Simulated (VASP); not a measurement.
Wanted: the native input for a VASP 6.6.1 run.

```
Task                   : single point
Functional             : revPBE
Potentials or basis    : VASP PAW PBE potentials, release 64 (Ga_d, O)
Cutoff                 : 520 eV
k mesh                 : 9 × 9 × 5
Occupations            : fermi-dirac, width 0.05 eV
Spin                   : no spin polarisation
Dipole correction      : no
Further INCAR settings : ALGO = Normal; EDIFF = 1e-07; NBANDS = 55
```

The structure of Ga2O3 lies in POSCAR:

```
Ga2O3
1.0
    6.0244628552     -1.4980265382      0.0000000000
    6.0244628552      1.4980265382      0.0000000000
   -1.3672570200      0.0000000000      5.5539182113
Ga O
4 6
Direct
    0.3413400000      0.3413400000      0.6859800000
    0.6586600000      0.6586600000      0.3140200000
    0.9095000000      0.9095000000      0.2054000000
    0.0905000000      0.0905000000      0.7946000000
    0.5041000000      0.5041000000      0.7434000000
    0.4959000000      0.4959000000      0.2566000000
    0.8267000000      0.8267000000      0.4368000000
    0.1733000000      0.1733000000      0.5632000000
    0.8355000000      0.8355000000      0.8902000000
    0.1645000000      0.1645000000      0.1098000000
```

One way to write it, as run:

INCAR

```
SYSTEM = Ga2O3
ALGO = Normal
EDIFF = 1E-7
ENCUT = 520
GGA = RE
ISIF = 2
ISMEAR = -1
LASPH = .True.
LCHARG = .False.
LREAL = .False.
LWAVE = .False.
NBANDS = 55
NELM = 60
PREC = Accurate
SIGMA = 0.05
```

KPOINTS

```
k-points
0
Gamma
  9 9 5
  0 0 0
```

Potentials or basis: VASP PAW PBE potentials, release 64 (Ga_d, O).

Run with:

```sh
$ cat potpaw_PBE.64/Ga_d/POTCAR potpaw_PBE.64/O/POTCAR > POTCAR
$ mpirun -np 1 vasp_std > vasp.out
```

Results of the run:

- Pressure: 23.7 GPa
- Largest force: 0.532 eV/Å
- Band gap on the k mesh: 2.89 eV (least direct gap 2.90 eV)

Caveat: the cell stands under pressure; the PAW data sets were made with another functional, which shifts forces and pressure a little.

Wall time 37 min on 1 thread of Intel(R) Xeon(R) Platinum 8259CL CPU @ 2.50GHz (Skylake/Cascade Lake), with other jobs on the host, peak memory 0.62 GiB.
